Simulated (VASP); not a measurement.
The system is AgI.

```xyz
2
Lattice="0.0000 3.2886 3.2886 3.2886 0.0000 3.2886 3.2886 3.2886 0.0000" Properties=species:S:1:pos:R:3 pbc="T T T"
Ag    0.0000    0.0000    0.0000
I     1.6443    1.6443    1.6443
```

Base run:

| Quantity | Value |
| --- | --- |
| Program | VASP 6.6.1 |
| Functional | PBE0 |
| Potentials or basis | VASP PAW PBE potentials, release 64 (Ag, I) |
| Cutoff | 400 eV |
| k mesh | 4 × 4 × 4 |
| Occupations | gaussian, width 0.01 eV |
| Spin | no spin polarisation |

Its results: band gap on the k mesh 3.19 eV; pressure 0.3 GPa.

Q: After a change of settings the same cell gave: band gap on the k mesh 2.48 eV; pressure 0.4 GPa. Which change was it?
A. functional from PBE0 to HF; share of exact exchange from 0.25 to 1
B. functional from PBE0 to r2SCAN0; cutoff from 400 eV to 440 eV
C. functional from PBE0 to HSE06

A: C.

Caveats: the PAW data sets were made with another functional, which shifts forces and pressure a little; spin-orbit coupling is left out, which moves the levels of the heavy elements.
